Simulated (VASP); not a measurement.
# KMgF3 (Pm-3m) in VASP: notebook

KMgF3 is run at these levels: r2SCAN; tasks: single point.

Program: VASP 6.6.1. These are calculated values, not measurements. Logs are shortened: lines on timing, memory, paths and dates and some standing lists are left out, and cuts for length are marked.

**1. The cell of the first run**

It takes space group Pm-3m (No. 221, cubic). Conventional cell: a = 3.984 Å, b = 3.984 Å, c = 3.984 Å, α = 90.00°, β = 90.00°, γ = 90.00°. Within 3.7 Å of K (site symmetry m-3m) lie 12 F at 2.82 Å and 8 Mg at 3.45 Å. Within 2.6 Å of Mg (site symmetry m-3m) lie 6 F at 1.99 Å. F (site symmetry 4/mmm) has 2 Mg at 1.99 Å within 2.6 Å.

**2. Single point, r2SCAN**

Input file POSCAR:

```
KMgF3
1.0
    3.9836688700      0.0000000000      0.0000000000
    0.0000000000      3.9836688700      0.0000000000
    0.0000000000      0.0000000000      3.9836688700
K Mg F
1 1 3
Direct
    0.5000000000      0.5000000000      0.5000000000
    0.0000000000      0.0000000000      0.0000000000
    0.5000000000      0.0000000000      0.0000000000
    0.0000000000      0.5000000000      0.0000000000
    0.0000000000      0.0000000000      0.5000000000
```

Input file INCAR.step1:

```
ALGO = Normal ; EDIFF = 1E-4
ENCUT = 520 ; GGA = PE
ISMEAR = -1 ; LASPH = T
LCHARG = F ; LREAL = F
LWAVE = T ; NBANDS = 24
NELM = 60 ; PREC = Accurate
SIGMA = 0.02
```

Input file INCAR.step2:

```
ALGO = Normal ; EDIFF = 1E-6
ENCUT = 520 ; ISIF = 2
ISMEAR = -1 ; ISTART = 1
LASPH = T ; LCHARG = F
LMIXTAU = T ; LREAL = F
LWAVE = F ; METAGGA = R2SCAN
NBANDS = 24 ; NELM = 60
PREC = Accurate ; SIGMA = 0.02
```

Input file KPOINTS:

```
k-points
0
Gamma
  8 8 8
```

Potentials or basis: VASP PAW PBE potentials, release 64 (K_sv, Mg, F).

On the command line:

```sh
$ cat potpaw_PBE.64/K_sv/POTCAR potpaw_PBE.64/Mg/POTCAR potpaw_PBE.64/F/POTCAR > POTCAR
$ cp INCAR.step1 INCAR
$ mpirun -np 1 vasp_std > vasp.out
$ cp INCAR.step2 INCAR
$ mpirun -np 1 vasp_std > vasp.out
```

OUTCAR:

```text
EDIFF = 1E-6
   ENCUT = 520
   ISIF = 2
   ISMEAR = -1
   ISTART = 1
   LASPH = T
   LREAL = F
   METAGGA = R2SCAN
   NELM = 60
   PREC = Accurate

 ion  position               nearest neighbor table
   1  0.500  0.500  0.500-   3 2.82   4 2.82   5 2.82   3 2.82   4 2.82   3 2.82   5 2.82   3 2.82
                             4 2.82   5 2.82   4 2.82   5 2.82   2 3.45   2 3.45   2 3.45   2 3.45
   2  0.000  0.000  0.000-   3 1.99   4 1.99   5 1.99   5 1.99   4 1.99   3 1.99   1 3.45   1 3.45
                             1 3.45   1 3.45   1 3.45   1 3.45   1 3.45   1 3.45
   3  0.500  0.000  0.000-   2 1.99   2 1.99   1 2.82   1 2.82   1 2.82   1 2.82
   4  0.000  0.500  0.000-   2 1.99   2 1.99   1 2.82   1 2.82   1 2.82   1 2.82
   5  0.000  0.000  0.500-   2 1.99   2 1.99   1 2.82   1 2.82   1 2.82   1 2.82

  LATTYP: Found a simple cubic cell.
 ALAT       =     3.9836688700

  Lattice vectors:

 A1 = (   3.9836688700,   0.0000000000,   0.0000000000)
 A2 = (   0.0000000000,   3.9836688700,   0.0000000000)
 A3 = (   0.0000000000,   0.0000000000,   3.9836688700)

Analysis of symmetry for initial positions (statically):
=====================================================================
 Subroutine PRICEL returns:
 Original cell was already a primitive cell.

 Routine SETGRP: Setting up the symmetry group for a
 simple cubic supercell.

 Subroutine GETGRP returns: Found 48 space group operations
 (whereof 48 operations were pure point group operations)
 out of a pool of 48 trial point group operations.

The static configuration has the point symmetry O_h .

Analysis of symmetry for dynamics (positions and initial velocities):
=====================================================================
 Subroutine PRICEL returns:
 Original cell was already a primitive cell.

 Routine SETGRP: Setting up the symmetry group for a
 simple cubic supercell.

 Subroutine GETGRP returns: Found 48 space group operations
 (whereof 48 operations were pure point group operations)
 out of a pool of 48 trial point group operations.

The dynamic configuration has the point symmetry O_h .

 Subroutine INISYM returns: Found 48 space group operations
 (whereof 48 operations are pure point group operations),
 and found     1 'primitive' translations

----------------------------------------------------------------------------------------

                                     Primitive cell

  volume of cell :      63.2193

  direct lattice vectors                    reciprocal lattice vectors
     3.983668870  0.000000000  0.000000000     0.251024880  0.000000000  0.000000000
     0.000000000  3.983668870  0.000000000     0.000000000  0.251024880  0.000000000
     0.000000000  0.000000000  3.983668870     0.000000000  0.000000000  0.251024880

  length of vectors
     3.983668870  3.983668870  3.983668870     0.251024880  0.251024880  0.251024880

  position of ions in fractional coordinates (direct lattice)
     0.500000000  0.500000000  0.500000000
     0.000000000  0.000000000  0.000000000
     0.500000000  0.000000000  0.000000000
     0.000000000  0.500000000  0.000000000
     0.000000000  0.000000000  0.500000000

  ion indices of the primitive-cell ions
   primitive index   ion index
                 1           1
                 2           2
                 3           3
                 4           4
                 5           5

----------------------------------------------------------------------------------------

 KPOINTS: k-points

Automatic generation of k-mesh.
 Grid dimensions read from file:
 generate k-points for:    8    8    8

 Generating k-lattice:

  Cartesian coordinates                     Fractional coordinates (reciprocal lattice)
     0.031378110  0.000000000  0.000000000     0.125000000  0.000000000  0.000000000
     0.000000000  0.031378110  0.000000000     0.000000000  0.125000000  0.000000000
     0.000000000  0.000000000  0.031378110     0.000000000  0.000000000  0.125000000

  Length of vectors
     0.031378110  0.031378110  0.031378110

  Shift w.r.t. Gamma in fractional coordinates (k-lattice)
     0.000000000  0.000000000  0.000000000

 Subroutine IBZKPT returns following result:
 ===========================================

 Found     35 irreducible k-points:

 Following reciprocal coordinates:
            Coordinates               Weight
  0.000000  0.000000  0.000000      1.000000
  0.125000  0.000000  0.000000      6.000000
  0.250000  0.000000  0.000000      6.000000
  0.375000  0.000000  0.000000      6.000000
  0.500000  0.000000  0.000000      3.000000
  0.125000  0.125000  0.000000     12.000000
[... 16 lines left out ...]
  0.375000  0.375000  0.125000     24.000000
  0.500000  0.375000  0.125000     24.000000
 [... further k-points ...]
   k-points           NKPTS =     35   k-points in BZ     NKDIM =     35   number of bands    NBANDS=     24
   number of dos      NEDOS =    301   number of ions     NIONS =      5
   total plane-waves  NPLWV =  27000
   dimension x,y,z NGX =    30 NGY =   30 NGZ =   30
   dimension x,y,z NGXF=    60 NGYF=   60 NGZF=   60
   ions per type =               1   1   3
   NGX,Y,Z   is equivalent  to a cutoff of  12.52, 12.52, 12.52 a.u.
   NGXF,Y,Z  is equivalent  to a cutoff of  25.04, 25.04, 25.04 a.u.
 SYSTEM =  unknown system
   PREC   = accura    normal or accurate (medium, high low for compatibility)
   ISTART =      1    job   : 0-new  1-cont  2-samecut
   ICHARG =      0    charge: 1-file 2-atom 10-const
   ISPIN  =      1    spin polarized calculation?
   LNONCOLLINEAR =      F non collinear calculations
   LSORBIT =      F    spin-orbit coupling
   LASPH  =      T    aspherical Exc in radial PAW
   ENCUT  =  520.0 eV  38.22 Ry    6.18 a.u.   7.41  7.41  7.41*2*pi/ulx,y,z
   NELM   =     60;   NELMIN=  2; NELMDL=  0     # of ELM steps
   EDIFF  = 0.1E-05   stopping-criterion for ELM
   LREAL  =      F    real-space projection
   EDIFFG = 0.1E-04   stopping-criterion for IOM
   NSW    =      0    number of steps for IOM
   IBRION =     -1    ionic relax: 0-MD 1-quasi-New 2-CG
   NFREE  =      0    steps in history (QN), initial steepest desc. (CG)
   ISIF   =      2    stress and relaxation
   ISYM   =      2    0-nonsym 1-usesym 2-fastsym
   POTIM  = 0.5000    time-step for ionic-motion
   TEBEG  =    0.0;   TEEND  =   0.0 temperature during run
   PSTRESS=    0.0 pullay stress
   NELECT =      32.0000    total number of electrons
   NUPDOWN=      -1.0000    fix difference up-down
   EMIN   =  10.00;   EMAX   =-10.00  energy-range for DOS
   EFERMI =   0.00;   METHOD = LEGACY
   ISMEAR =    -1;   SIGMA  =   0.02  broadening in eV -4-tet -1-fermi 0-gaus
   EFERMI_NEDOS =   21; number of points for ismear=-14 and -15
   IALGO  =     38    algorithm
   IMIX   =      4    mixing-type and parameters
     AMIX     =   0.40;   BMIX     =  1.00
     AMIX_MAG =   1.60;   BMIX_MAG =  1.00
  volume/ion in A,a.u.               =      12.64        85.32
  Fermi-wavevector in a.u.,A,eV,Ry     =   1.304693  2.465512 23.160153  1.702223
  Thomas-Fermi vector in A             =   2.435612
   LORBIT       =      0    0 simple, 1 ext, 2 COOP (PROOUT), +10 PAW based schemes
   METAGGA = R2SCAN    functional components
   LHFCALC =     F    Hartree Fock is set to
   AEXX    =    0.0000 exact exchange contribution
   IVDW    =     0    specifies the selected vdW correction
   LEPSILON=     F    determine dielectric tensor
   LRPA    =     F    only Hartree local field effects (RPA)
 non-spin polarized calculation
  energy-cutoff  :      520.00
  volume of cell :       63.22
 maximum number of plane-waves:      1743
 NGX is ok and might be reduce to    30
   NGX = 15   NGY = 15   NGZ = 15

 number of electron      31.9999958 magnetization

 Free energy of the ion-electron system (eV)
  ---------------------------------------------------
  ext. energy  EPLUGINS =         0.00000000
  ---------------------------------------------------
  free energy    TOTEN  =       -37.41540052 eV

  energy without entropy =      -37.41540052  energy(sigma->0) =      -37.41540052

 E-fermi :  -1.7836     XC(G=0): -10.2133

 val. band max:       -2.2083308463   @ k =   0.5000   0.5000   0.5000
 cond. band min:       6.0529310653   @ k =   0.0000   0.0000   0.0000
 fundamental gap:      8.2612619115
 Fermi energy:        -1.7835909349

 k-point     1 :       0.0000    0.0000    0.0000
  band No.  band energies     occupation
      1     -28.8042      2.00000
      2     -23.4532      2.00000
      3     -22.8207      2.00000
      4     -22.8207      2.00000
      5     -11.5312      2.00000
      6     -11.5312      2.00000
[... 16 lines left out ...]
     23      13.0459      0.00000
     24      16.0139      0.00000

 k-point     2 :       0.1250    0.0000    0.0000
  band No.  band energies     occupation
      1     -28.8000      2.00000
      2     -23.4365      2.00000
      3     -22.8410      2.00000
      4     -22.8192      2.00000
      5     -11.5292      2.00000
      6     -11.5232      2.00000
[... 16 lines left out ...]
     23      13.0448      0.00000
     24      15.9087      0.00000

 k-point     3 :       0.2500    0.0000    0.0000
  band No.  band energies     occupation
      1     -28.7897      2.00000
      2     -23.3908      2.00000
      3     -22.8953      2.00000
      4     -22.8160      2.00000
      5     -11.5243      2.00000
      6     -11.5039      2.00000
[... 16 lines left out ...]
     23      12.9551      0.00000
     24      15.6708      0.00000

 k-point     4 :       0.3750    0.0000    0.0000
  band No.  band energies     occupation
      1     -28.7794      2.00000
      2     -23.3335      2.00000
      3     -22.9616      2.00000
      4     -22.8132      2.00000
      5     -11.5196      2.00000
      6     -11.4843      2.00000
[... 16 lines left out ...]
     23      12.9342      0.00000
     24      15.0752      0.00000

 k-point     5 :       0.5000    0.0000    0.0000
  band No.  band energies     occupation
      1     -28.7751      2.00000
      2     -23.3035      2.00000
      3     -22.9953      2.00000
      4     -22.8115      2.00000
      5     -11.5176      2.00000
      6     -11.4761      2.00000
[... 16 lines left out ...]
     23      13.2358      0.00000
     24      14.3932      0.00000

 k-point     6 :       0.1250    0.1250    0.0000
  band No.  band energies     occupation
      1     -28.7959      2.00000
      2     -23.4193      2.00000
      3     -22.8499      2.00000
      4     -22.8289      2.00000
      5     -11.5408      2.00000
      6     -11.5155      2.00000
[... 16 lines left out ...]
     23      13.0572      0.00000
     24      15.5453      0.00000
[... 379 lines left out ...]
 k-point    21 :       0.3750    0.2500    0.1250
  band No.  band energies     occupation
      1     -28.7659      2.00000
      2     -23.2396      2.00000
      3     -22.9703      2.00000
      4     -22.8787      2.00000
      5     -11.5803      2.00000
      6     -11.5459      2.00000
[... 16 lines left out ...]
     23      13.2475      0.00000
     24      14.2982      0.00000

 k-point    22 :       0.5000    0.2500    0.1250
  band No.  band energies     occupation
      1     -28.7625      2.00000
      2     -23.2019      2.00000
      3     -23.0059      2.00000
      4     -22.8792      2.00000
      5     -11.5766      2.00000
      6     -11.5567      2.00000
[... 16 lines left out ...]
     23      13.1387      0.00000
     24      14.6593      0.00000

 k-point    23 :       0.3750    0.3750    0.1250
  band No.  band energies     occupation
      1     -28.7586      2.00000
      2     -23.1671      2.00000
      3     -22.9854      2.00000
      4     -22.9249      2.00000
      5     -11.6064      2.00000
      6     -11.5802      2.00000
[... 16 lines left out ...]
     23      13.5431      0.00000
     24      13.6283      0.00000

 k-point    24 :       0.5000    0.3750    0.1250
  band No.  band energies     occupation
      1     -28.7556      2.00000
      2     -23.1189      2.00000
      3     -23.0109      2.00000
      4     -22.9427      2.00000
      5     -11.6087      2.00000
      6     -11.6030      2.00000
[... 16 lines left out ...]
     23      13.0938      0.00000
     24      13.8411      0.00000

 [... further k-points ...]

------------------------ aborting loop because EDIFF is reached ----------------------------------------

  FORCE on cell =-STRESS in cart. coord.  units (eV):
  Direction    XX          YY          ZZ          XY          YZ          ZX
  --------------------------------------------------------------------------------------
  -------------------------------------------------------------------------------------
  Total       -0.3110810     -0.3110810     -0.3110810     -0.0000000      0.0000000     -0.0000000
  in kB       -7.8837777     -7.8837777     -7.8837777     -0.0000000      0.0000000     -0.0000000
  external PRESSURE =      -7.8837777 kB  Pullay stress =       0.0000000 kB

 VOLUME and BASIS-vectors are now :
 -----------------------------------------------------------------------------
  energy-cutoff  :      520.00
  volume of cell :       63.22
      direct lattice vectors                 reciprocal lattice vectors
     3.983668870  0.000000000  0.000000000     0.251024880  0.000000000  0.000000000
     0.000000000  3.983668870  0.000000000     0.000000000  0.251024880  0.000000000
     0.000000000  0.000000000  3.983668870     0.000000000  0.000000000  0.251024880

 POSITION                                       TOTAL-FORCE (eV/Angst)
 -----------------------------------------------------------------------------------
      1.99183      1.99183      1.99183         0.000000      0.000000      0.000000
      0.00000      0.00000      0.00000         0.000000      0.000000      0.000000
      1.99183      0.00000      0.00000         0.000000      0.000000      0.000000
      0.00000      1.99183      0.00000         0.000000      0.000000      0.000000
      0.00000      0.00000      1.99183         0.000000      0.000000      0.000000
 -----------------------------------------------------------------------------------
    total drift:                                0.000000     -0.000000      0.000000

  FREE ENERGIE OF THE ION-ELECTRON SYSTEM (eV)
  ---------------------------------------------------
  free  energy   TOTEN  =       -37.4154005191 eV

  energy  without entropy=      -37.4154005191  energy(sigma->0) =      -37.41540052
```

Wall time 2.3 min (1 thread of Intel Xeon Platinum 8488C (Sapphire Rapids), shared host); peak memory 0.2 GiB.

What came out:

```yaml
Free_energy: -37.4154 eV
Pressure: -0.8 GPa
Band_gap_on_the_k_mesh: 8.26 eV, indirect (least direct gap 8.58 eV)
```

Caveat: the PAW data sets were made with another functional, which shifts forces and pressure a little. r2SCAN opens gaps a little over a GGA but as a rule still falls short of measured ones.

(Part 1 of 2 ends here.)
